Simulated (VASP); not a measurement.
Input of a VASP 6.6.1 run:

INCAR

```
ALGO     = Normal         # electronic algorithm
EDIFF    = 1E-6           # SCF threshold, eV
EDIFFG   = -0.002         # ionic threshold
ENCUT    = 600            # plane-wave cutoff, eV
GGA      = PS             # functional
IBRION   = 2              # ionic algorithm
ISIF     = 3              # what is computed and relaxed
ISMEAR   = -1             # smearing method
LASPH    = T              # aspherical terms in the spheres
LCHARG   = F              # write CHGCAR
LREAL    = F              # projectors in reciprocal space
LWAVE    = F              # write WAVECAR
NELM     = 100            # most SCF steps
NSW      = 100            # ionic steps
PREC     = Accurate       # precision mode
PSTRESS  = 150.0        
SIGMA    = 0.1            # smearing width, eV
```

KPOINTS

```
k-points
0
Gamma
  18 18 10
```

Contents of POSCAR:

```
Ag
1.0
    2.8659173720      0.0000000000      0.0000000000
   -1.4329586860      2.4819572493      0.0000000000
    0.0000000000      0.0000000000      4.6950714570
Ag
2
Direct
    0.3333333333      0.6666666667      0.2500000000
    0.6666666667      0.3333333333      0.7500000000
```

Potentials or basis: VASP PAW PBE potentials, release 64 (Ag).

Run with:

```console
$ cat potpaw_PBE.64/Ag/POTCAR > POTCAR
$ mpirun -np 1 vasp_std > vasp.out
```

**Question.** Predict the space group after relaxing (to 0.1 Å).

**Answer.** P6_3/mmc (No. 194).

**Question.** Estimate the relaxed volume.

**Answer.** 15.13 Å³/atom.

**Question.** What does it give for the band gap on the k mesh?

**Answer.** Zero (bands 11 and 12 overlap by 7.96 eV).

Final structure:
```
Ag
1.0
     2.77356    0.00000    0.00000
    -1.38678    2.40198    0.00000
     0.00000    0.00000    4.54137
Ag
2
Direct
  0.33333 0.66667 0.25000
  0.66667 0.33333 0.75000
```

Caveat: the cell is relaxed towards a set pressure, so the run minimises the enthalpy, not the energy; the PAW data sets were made with another functional, which shifts forces and pressure a little.
